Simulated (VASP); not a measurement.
Runs of VASP 6.6.1 on BP. The structure is that of space group F-43m (No. 216), or close to it. The cells are those of the table. 

```tsv
task	cell	k mesh	cutoff (eV)	smearing	ions in elastic constants	gap on the mesh (eV)	pressure (GPa)
relaxation of cell and atoms	relaxed from a = 3.209 Å, angles 60.0, 60.0, 90.0°, 2 atoms	12 × 12 × 12	600	fermi-dirac 0.08 eV	-	(a)	0.0
single point	a = 3.260, b = 3.260, c = 3.209 Å, angles 59.5, 59.5, 90.0°, 2 atoms	8 × 8 × 8	520	gaussian 0.01 eV	-	0.71	-4.3
single point	a = 3.212, b = 3.212, c = 3.200 Å, angles 59.9, 59.9, 90.0°, 2 atoms	8 × 8 × 8	520	gaussian 0.01 eV	-	1.05	-1.1
single point	a = 3.196 Å, angles 60.0, 60.0, 90.0°, 2 atoms	8 × 8 × 8	520	gaussian 0.01 eV	-	(b)	0.1
single point	a = 3.132, b = 3.132, c = 3.180 Å, angles 60.5, 60.5, 90.0°, 2 atoms	8 × 8 × 8	520	gaussian 0.01 eV	-	0.89	5.7
single point	a = 3.228, b = 3.228, c = 3.205 Å, angles 59.8, 59.8, 90.0°, 2 atoms	8 × 8 × 8	520	gaussian 0.01 eV	-	0.95	-2.4
single point	a = 3.260, b = 3.260, c = 3.214 Å, angles 59.5, 59.5, 90.0°, 2 atoms	8 × 8 × 8	520	gaussian 0.01 eV	-	0.75	-4.7
single point	a = 3.212, b = 3.212, c = 3.199 Å, angles 59.9, 59.9, 90.0°, 2 atoms	8 × 8 × 8	520	gaussian 0.01 eV	-	1.04	-1.0
single point	a = 3.164, b = 3.164, c = 3.188 Å, angles 60.2, 60.2, 90.0°, 2 atoms	8 × 8 × 8	520	gaussian 0.01 eV	-	1.02	2.8
single point	a = 3.228, b = 3.228, c = 3.203 Å, angles 59.7, 59.7, 90.0°, 2 atoms	8 × 8 × 8	520	gaussian 0.01 eV	-	0.93	-2.2
```

Alike in all rows: level PBEsol; potentials or basis VASP PAW PBE potentials, release 64 (B, P); no spin polarisation.

**Question.** Estimate the missing entries.

**Answer.** (a) 1.11; (b) 1.15.

Caveats: the PAW data sets were made with another functional, which shifts forces and pressure a little.

A k mesh can miss the band edges.
